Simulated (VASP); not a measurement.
# CaMg (P4/mmm) in VASP: further runs

CaMg is run at these levels: LDA; tasks: single point.

Everything below comes from runs of VASP 6.6.1. Logs are shortened: lines on timing, memory, paths and dates and some standing lists are left out, and cuts for length are marked.

## 1. The cell of the first run

It takes space group P4/mmm (No. 123, tetragonal). The conventional cell has a = 3.436 Å, b = 3.436 Å, c = 4.865 Å, α = 90.00°, β = 90.00°, γ = 90.00°. Within 4.5 Å of Ca (site symmetry 4/mmm) lie 4 Ca at 3.44 Å and 8 Mg at 3.44 Å. Mg (site symmetry 4/mmm) has 4 Mg at 3.44 Å and 8 Ca at 3.44 Å within 4.5 Å.

## 2. Single point, LDA (28.72 Å³/atom)

The input, INCAR:

```
ALGO     = Fast           # electronic algorithm
EDIFF    = 1E-6           # SCF threshold, eV
ENCUT    = 520            # plane-wave cutoff, eV
ISIF     = 2              # what is computed and relaxed
ISMEAR   = 0              # smearing method
LASPH    = True           # aspherical terms in the spheres
LCHARG   = False          # write CHGCAR
LREAL    = False          # projectors in reciprocal space
LWAVE    = False          # write WAVECAR
NBANDS   = 13             # bands
NELM     = 60             # most SCF steps
PREC     = Accurate       # precision mode
SIGMA    = 0.15           # smearing width, eV
```

The input, KPOINTS:

```
k-points
0
Gamma
  14 14 14
```

The input, POSCAR:

```
CaMg
1.0
    3.4360449156      0.0000000000      0.0000000000
    0.0000000000      3.4360449156      0.0000000000
    0.0000000000      0.0000000000      4.8647523915
Ca Mg
1 1
Direct
    0.0000000000      0.0000000000      0.0000000000
    0.5000000000      0.5000000000      0.5000000000
```

Potentials or basis: VASP PAW LDA potentials, release 64 (Ca_sv, Mg).

Started as:

```sh
> cat potpaw_LDA.64/Ca_sv/POTCAR potpaw_LDA.64/Mg/POTCAR > POTCAR
> mpirun -np 1 vasp_std > vasp.out
```

OUTCAR:

```text
EDIFF = 1E-6
   ENCUT = 520
   ISIF = 2
   ISMEAR = 0
   LASPH = True
   LREAL = False
   NELM = 60
   PREC = Accurate

 ion  position               nearest neighbor table
   1  0.000  0.000  0.000-
   2  0.500  0.500  0.500-

  LATTYP: Found a simple tetragonal cell.
 ALAT       =     3.4360449156
 C/A-ratio  =     1.4158000000

  Lattice vectors:

 A1 = (   3.4360449156,   0.0000000000,   0.0000000000)
 A2 = (   0.0000000000,   3.4360449156,   0.0000000000)
 A3 = (   0.0000000000,   0.0000000000,   4.8647523915)

Analysis of symmetry for initial positions (statically):
=====================================================================
 Subroutine PRICEL returns:
 Original cell was already a primitive cell.

 Routine SETGRP: Setting up the symmetry group for a
 simple tetragonal supercell.

 Subroutine GETGRP returns: Found 16 space group operations
 (whereof 16 operations were pure point group operations)
 out of a pool of 16 trial point group operations.

The static configuration has the point symmetry D_4h.

Analysis of symmetry for dynamics (positions and initial velocities):
=====================================================================
 Subroutine PRICEL returns:
 Original cell was already a primitive cell.

 Routine SETGRP: Setting up the symmetry group for a
 simple tetragonal supercell.

 Subroutine GETGRP returns: Found 16 space group operations
 (whereof 16 operations were pure point group operations)
 out of a pool of 16 trial point group operations.

The dynamic configuration has the point symmetry D_4h.

 Subroutine INISYM returns: Found 16 space group operations
 (whereof 16 operations are pure point group operations),
 and found     1 'primitive' translations

----------------------------------------------------------------------------------------

                                     Primitive cell

  volume of cell :      57.4352

  direct lattice vectors                    reciprocal lattice vectors
     3.436044916  0.000000000  0.000000000     0.291032284  0.000000000  0.000000000
     0.000000000  3.436044916  0.000000000     0.000000000  0.291032284  0.000000000
     0.000000000  0.000000000  4.864752391     0.000000000  0.000000000  0.205560308

  length of vectors
     3.436044916  3.436044916  4.864752391     0.291032284  0.291032284  0.205560308

  position of ions in fractional coordinates (direct lattice)
     0.000000000  0.000000000  0.000000000
     0.500000000  0.500000000  0.500000000
[... 87 lines left out ...]
   PSTRESS=    0.0 pullay stress
   NELECT =      12.0000    total number of electrons
   NUPDOWN=      -1.0000    fix difference up-down
   EMIN   =  10.00;   EMAX   =-10.00  energy-range for DOS
   EFERMI =   0.00;   METHOD = LEGACY
   ISMEAR =     0;   SIGMA  =   0.15  broadening in eV -4-tet -1-fermi 0-gaus
   EFERMI_NEDOS =   21; number of points for ismear=-14 and -15
   IALGO  =     68    algorithm
   IMIX   =      4    mixing-type and parameters
     AMIX     =   0.40;   BMIX     =  1.00
     AMIX_MAG =   1.60;   BMIX_MAG =  1.00
  volume/ion in A,a.u.               =      28.72       193.80
  Fermi-wavevector in a.u.,A,eV,Ry     =   0.971425  1.835726 12.839353  0.943666
  Thomas-Fermi vector in A             =   2.101641
   LORBIT       =      0    0 simple, 1 ext, 2 COOP (PROOUT), +10 PAW based schemes
   GGA     = CA    functional components
   LHFCALC =     F    Hartree Fock is set to
   AEXX    =    0.0000 exact exchange contribution
   IVDW    =     0    specifies the selected vdW correction
   LEPSILON=     F    determine dielectric tensor
   LRPA    =     F    only Hartree local field effects (RPA)
 non-spin polarized calculation
 RMM-DIIS sequential band-by-band and
 Gauss-broadening in eV      SIGMA  =   0.15
  energy-cutoff  :      520.00
  volume of cell :       57.44
 maximum number of plane-waves:      1570
 NGX is ok and might be reduce to    28
   NGX = 13   NGY = 13   NGZ = 19

 number of electron      12.0000001 magnetization

 Free energy of the ion-electron system (eV)
  ---------------------------------------------------
  ext. energy  EPLUGINS =         0.00000000
  ---------------------------------------------------
  free energy    TOTEN  =        -4.19517735 eV

  energy without entropy =       -4.17402056  energy(sigma->0) =       -4.18459896

 E-fermi :   2.3903     XC(G=0):  -8.6612

 val. band max:        2.3684680162   @ k =   0.5000   0.5000   0.4286
 cond. band min:       2.3967194851   @ k =   0.0714   0.0000   0.0000
 fundamental gap:      0.0282514690
 Fermi energy:         2.3903192858

 k-point     1 :       0.0000    0.0000    0.0000
  band No.  band energies     occupation
      1     -38.5260      2.00000
      2     -19.8451      2.00000
      3     -19.7140      2.00000
      4     -19.7140      2.00000
      5      -2.9874      2.00000
      6       2.3323      1.41575
      7       3.2248      0.00000
      8       3.5463      0.00000
      9       6.2805      0.00000
     10       6.2805      0.00000
     11       7.1719      0.00000
     12       8.6280      0.00000
     13       9.1678      0.00000
[... 354 lines left out ...]
  band No.  band energies     occupation
      1     -38.4948      2.00000
      2     -19.9299      2.00000
      3     -19.8058      2.00000
      4     -19.8004      2.00000
      5      -0.7419      2.00000
      6       2.3281      1.44251
      7       3.2592      0.00000
      8       3.8513      0.00000
      9       5.0668      0.00000
     10       5.1794      0.00000
     11       6.8372      0.00000
     12       7.7120      0.00000
     13       8.3807      0.00000

 [... further k-points ...]

------------------------ aborting loop because EDIFF is reached ----------------------------------------

  FORCE on cell =-STRESS in cart. coord.  units (eV):
  Direction    XX          YY          ZZ          XY          YZ          ZX
  --------------------------------------------------------------------------------------
  -------------------------------------------------------------------------------------
  Total        0.2431701      0.2431701     -0.5380431      0.0000000     -0.0000000     -0.0000000
  in kB        6.7833207      6.7833207    -15.0089143      0.0000000     -0.0000000     -0.0000000
  external PRESSURE =      -0.4807577 kB  Pullay stress =       0.0000000 kB

 VOLUME and BASIS-vectors are now :
 -----------------------------------------------------------------------------
  energy-cutoff  :      520.00
  volume of cell :       57.44
      direct lattice vectors                 reciprocal lattice vectors
     3.436044916  0.000000000  0.000000000     0.291032284  0.000000000  0.000000000
     0.000000000  3.436044916  0.000000000     0.000000000  0.291032284  0.000000000
     0.000000000  0.000000000  4.864752391     0.000000000  0.000000000  0.205560308

 POSITION                                       TOTAL-FORCE (eV/Angst)
 -----------------------------------------------------------------------------------
      0.00000      0.00000      0.00000         0.000000      0.000000      0.000000
      1.71802      1.71802      2.43238         0.000000      0.000000      0.000000
 -----------------------------------------------------------------------------------
    total drift:                               -0.000000     -0.000000     -0.000000

  FREE ENERGIE OF THE ION-ELECTRON SYSTEM (eV)
  ---------------------------------------------------
  free  energy   TOTEN  =        -4.1951773550 eV

  energy  without entropy=       -4.1740205563  energy(sigma->0) =       -4.18459896
```

OSZICAR:

```text
N       E                     dE             d eps       ncg     rms          rms(c)
DAV:   1     0.696913456236E+02    0.69691E+02   -0.54796E+03  7488   0.808E+02
DAV:   2    -0.235806624689E+01   -0.72049E+02   -0.70818E+02  8653   0.201E+02
DAV:   3    -0.423058896727E+01   -0.18725E+01   -0.18468E+01 11453   0.301E+01
DAV:   4    -0.431444993132E+01   -0.83861E-01   -0.83682E-01  9372   0.517E+00
DAV:   5    -0.431647066769E+01   -0.20207E-02   -0.20205E-02 11138   0.694E-01    0.254E+00
RMM:   6    -0.421023646550E+01    0.10623E+00   -0.86685E-02  8353   0.177E+00    0.165E+00
RMM:   7    -0.419654040135E+01    0.13696E-01   -0.52405E-02  9153   0.155E+00    0.627E-01
RMM:   8    -0.419504667762E+01    0.14937E-02   -0.11366E-02  9753   0.120E+00    0.479E-02
RMM:   9    -0.419513328308E+01   -0.86605E-04   -0.20665E-03 11363   0.461E-01    0.245E-02
RMM:  10    -0.419516450769E+01   -0.31225E-04   -0.52180E-04 11205   0.209E-01    0.157E-02
RMM:  11    -0.419517022448E+01   -0.57168E-05   -0.15356E-04 11408   0.102E-01    0.534E-03
RMM:  12    -0.419517524520E+01   -0.50207E-05   -0.48031E-05 12051   0.536E-02    0.549E-03
RMM:  13    -0.419517670126E+01   -0.14561E-05   -0.15111E-05 10936   0.229E-02    0.125E-03
RMM:  14    -0.419517735496E+01   -0.65370E-06   -0.59306E-06  8940   0.131E-02
   1 F= -.41951774E+01 E0= -.41845990E+01  d E =-.211568E-01
```

Run time: 82 s. Hardware: 1 thread of Intel Xeon 6975P-C (Granite Rapids), shared host; peak memory 0.35 GiB.

What came out:

```yaml
Free_energy: -4.1952 eV
Pressure: 0.0 GPa
Band_gap_on_the_k_mesh: zero (bands 6 and 7 overlap by 1.22 eV)
```

Levels at points of the mesh, in eV from the Fermi level:
```
           k point  band 2  band 3  band 4  band 5  band 6  band 7  band 8  band 9  band 10  band 11
(0.00, 0.00, 0.00)  -22.24  -22.10  -22.10   -5.38   -0.06    0.83    1.16    3.89     3.89     4.78
(0.50, 0.00, 0.00)  -22.39  -22.20  -22.08   -2.28   -2.11    0.46    1.56    3.27     4.24     4.47
(0.50, 0.50, 0.00)  -22.35  -22.35  -22.17   -1.09    0.76    0.76    1.14    1.76     1.76     5.01
(0.00, 0.00, 0.50)  -22.25  -22.10  -22.10   -4.07   -3.18    1.32    2.60    3.45     3.45     4.80
(0.50, 0.00, 0.50)  -22.38  -22.21  -22.08   -2.17   -0.78   -0.15    0.03    3.14     3.34     3.98
(0.50, 0.50, 0.50)  -22.35  -22.35  -22.18   -0.47   -0.05   -0.05    2.07    3.01     3.40     3.40
```

## 3. Single point, LDA (30.25 Å³/atom)

This run uses another cell than the first one, of 30.25 Å³/atom.

The input, INCAR:

```
SYSTEM = CaMg
ALGO = Fast
EDIFF = 1E-6
ENCUT = 520
GGA = CA
ISIF = 2
ISMEAR = 0
LASPH = .True.
LCHARG = .False.
LREAL = .False.
LWAVE = .False.
NBANDS = 13
NELM = 80
PREC = Accurate
SIGMA = 0.15
```

The input, KPOINTS:

```
k-points
0
Gamma
  14 14 14
  0 0 0
```

The input, POSCAR:

```
CaMg
1.0
    3.4160039260      0.0000000000      0.0000000000
    0.0000000000      3.4160039260      0.0000000000
    0.0000000000      0.0000000000      5.1844691585
Ca Mg
1 1
Direct
    0.0000000000      0.0000000000      0.0000000000
    0.5000000000      0.5000000000      0.5000000000
```

Potentials or basis: VASP PAW LDA potentials, release 64 (Ca_sv, Mg).

Started as:

```sh
> cat potpaw_LDA.64/Ca_sv/POTCAR potpaw_LDA.64/Mg/POTCAR > POTCAR
> mpirun -np 1 vasp_std > vasp.out
```

Run time: 91 s. Hardware: 1 thread of Intel Xeon 6975P-C (Granite Rapids), shared host; peak memory 0.36 GiB.

Results (log left out):

```yaml
Free_energy: -4.1376 eV
Pressure: -1.4 GPa
Band_gap_on_the_k_mesh: zero (bands 6 and 7 overlap by 1.37 eV)
```

Stress tensor (GPa, compression positive):
```
-0.39  0.00  0.00
 0.00 -0.39  0.00
 0.00  0.00 -3.40
```

Levels at points of the mesh, in eV from the Fermi level:
```tsv
k point	band 3	band 4	band 5	band 6	band 7	band 8	band 9	band 10
(0.00, 0.00, 0.00)	-22.24	-22.24	-5.26	-0.33	0.28	1.14	3.83	3.83
(0.50, 0.00, 0.00)	-22.34	-22.21	-2.14	-1.97	0.26	1.43	3.28	3.93
(0.50, 0.50, 0.00)	-22.49	-22.30	-0.91	0.92	0.92	1.30	1.65	1.65
(0.00, 0.00, 0.50)	-22.24	-22.24	-4.17	-3.24	1.24	2.14	3.54	3.54
(0.50, 0.00, 0.50)	-22.34	-22.21	-2.09	-0.82	-0.15	-0.04	2.79	3.32
(0.50, 0.50, 0.50)	-22.49	-22.31	-0.42	0.12	0.12	2.05	3.00	3.38
```

## 4. Single point, LDA (31.78 Å³/atom)

This run uses another cell than the first one, of 31.78 Å³/atom.

The input, INCAR:

```
SYSTEM = CaMg
PREC = Accurate
ENCUT = 520
EDIFF = 1E-6
ISMEAR = 0
SIGMA = 0.15
LREAL = .False.
LASPH = .True.
NELM = 100
ALGO = Fast
ISIF = 2
LWAVE = .False.
LCHARG = .True.
LELF = .True.
LVHAR = .True.
NBANDS = 13
```

The input, KPOINTS:

```
regular mesh
0
Gamma
  14 14 14
  0 0 0
```

The input, POSCAR:

```
CaMg
1.0
    3.4727261708      0.0000000000      0.0000000000
    0.0000000000      3.4727261708      0.0000000000
    0.0000000000      0.0000000000      5.2705565094
Ca Mg
1 1
Direct
    0.0000000000      0.0000000000      0.0000000000
    0.5000000000      0.5000000000      0.5000000000
```

Started as:

```sh
> cat potpaw_LDA.64/Ca_sv/POTCAR potpaw_LDA.64/Mg/POTCAR > POTCAR
> mpirun -np 1 vasp_std > vasp.out
```

It took 7.5 min on 1 thread of Intel Xeon 8259CL, shared host; peak memory 0.38 GiB.

The run converged. Its results:

```
Free energy            : -4.1009 eV
Pressure               : -2.4 GPa
Band gap on the k mesh : zero (bands 6 and 7 overlap by 1.30 eV)
```

Stress tensor (GPa, compression positive):
```
-1.46  0.00  0.00
 0.00 -1.46  0.00
 0.00  0.00 -4.35
```

Levels at points of the mesh, in eV from the Fermi level:
```tsv
k point	band 4	band 5	band 6	band 7	band 8	band 9
(0.00, 0.00, 0.00)	-22.37	-5.14	-0.33	0.24	1.14	3.69
(0.50, 0.00, 0.00)	-22.35	-2.15	-1.92	0.28	1.39	3.17
(0.50, 0.50, 0.00)	-22.43	-0.86	0.86	0.86	1.29	1.63
(0.00, 0.00, 0.50)	-22.37	-4.08	-3.19	1.23	2.09	3.41
(0.50, 0.00, 0.50)	-22.35	-2.05	-0.79	-0.20	-0.08	2.70
(0.50, 0.50, 0.50)	-22.43	-0.35	0.15	0.15	1.85	2.94
```

## 5. Summary

| cell | gap on the mesh (eV) | pressure (GPa) |
| --- | --- | --- |
| a = 3.436, b = 3.436, c = 4.865 Å, 2 atoms | none | 0.0 |
| a = 3.416, b = 3.416, c = 5.184 Å, 2 atoms | none | -1.4 |
| a = 3.473, b = 3.473, c = 5.271 Å, 2 atoms | none | -2.4 |

Alike in all rows: task single point; level LDA; potentials or basis VASP PAW LDA potentials, release 64 (Ca_sv, Mg); no spin polarisation; k mesh 14 × 14 × 14; cutoff (eV) 520; smearing gaussian 0.15 eV.

Total energies depend on the potentials used, so only differences within one code and one set of settings carry meaning.

The gap in the log of VASP goes by the Fermi energy; the results here count the filled bands.